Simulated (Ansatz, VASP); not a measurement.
CdCo3B: VASP beside Ansatz

The input INCAR:

```
SYSTEM = CdCo3B
PREC     = Accurate       ! precision mode
ENCUT    = 520            ! plane-wave cutoff, eV
EDIFF    = 1E-6           ! SCF threshold, eV
ISMEAR   = 0              ! smearing method
SIGMA    = 0.1            ! smearing width, eV
LREAL    = .False.        ! projectors in reciprocal space
LASPH    = .True.         ! aspherical terms in the spheres
NELM     = 80             ! most SCF steps
ALGO     = Normal         ! electronic algorithm
ISIF     = 2              ! what is computed and relaxed
LWAVE    = .False.        ! write WAVECAR
LCHARG   = .False.        ! write CHGCAR
GGA      = PE             ! functional
NBANDS   = 29             ! bands
```

KPOINTS

```
regular mesh
0
Gamma
  10 10 10
  0 0 0
```

The input POSCAR:

```
CdCo3B
1.0
    3.8875643758      0.0000000000      0.0000000000
    0.0000000000      3.8875643758      0.0000000000
    0.0000000000      0.0000000000      3.8875643758
Cd B Co
1 1 3
Direct
    0.0000000000      0.0000000000      0.0000000000
    0.5000000000      0.5000000000      0.5000000000
    0.5000000000      0.5000000000      0.0000000000
    0.5000000000      0.0000000000      0.5000000000
    0.0000000000      0.5000000000      0.5000000000
```

Input for Ansatz:

```yaml
crystal:
  lattice:
    - [3.8875643758, 0.0, 0.0]
    - [0.0, 3.8875643758, 0.0]
    - [0.0, 0.0, 3.8875643758]
  atoms:
    - { symbol: Cd, position: [0.0, 0.0, 0.0] }
    - { symbol: B, position: [0.5, 0.5, 0.5] }
    - { symbol: Co, position: [0.5, 0.5, 0.0] }
    - { symbol: Co, position: [0.5, 0.0, 0.5] }
    - { symbol: Co, position: [0.0, 0.5, 0.5] }
basis:
  ecutwfc: 420
kpoints:
  mp_grid: { grid: [10, 10, 10] }
hamiltonian:
  xc: pbe
scf:
  occupations: { method: gaussian, width: 0.1 }
  lower_state_search: "off"
output:
  forces: true
  stress: true
  eigenvalues: true
```

Alike in both runs: task single point; functional PBE; k mesh 10 × 10 × 10; occupations gaussian, width 0.1 eV; no spin polarisation.

```csv
,VASP,Ansatz
version,VASP 6.6.1,Ansatz 0.2.0
potentials or method,"VASP PAW PBE potentials, release 64 (Cd, B, Co), cutoff 520 eV","scalar-relativistic, plane waves, PAW"
valence electrons in the cell,42,74
```

Ansatz gave:

* gap on the k mesh at the Fermi level (eV): none
* pressure (GPa): -1.4

Which values does VASP return?

gap on the k mesh at the Fermi level (eV): none; pressure (GPa): -0.9.

A gap of «none» marks a metal or a gap that the smearing closes. With one functional, cell and mesh, what is left measures potentials, basis and numerics. VASP's potentials hold 42 valence electrons a cell and Ansatz's 74, so a difference there can come from the potentials and not from the codes.
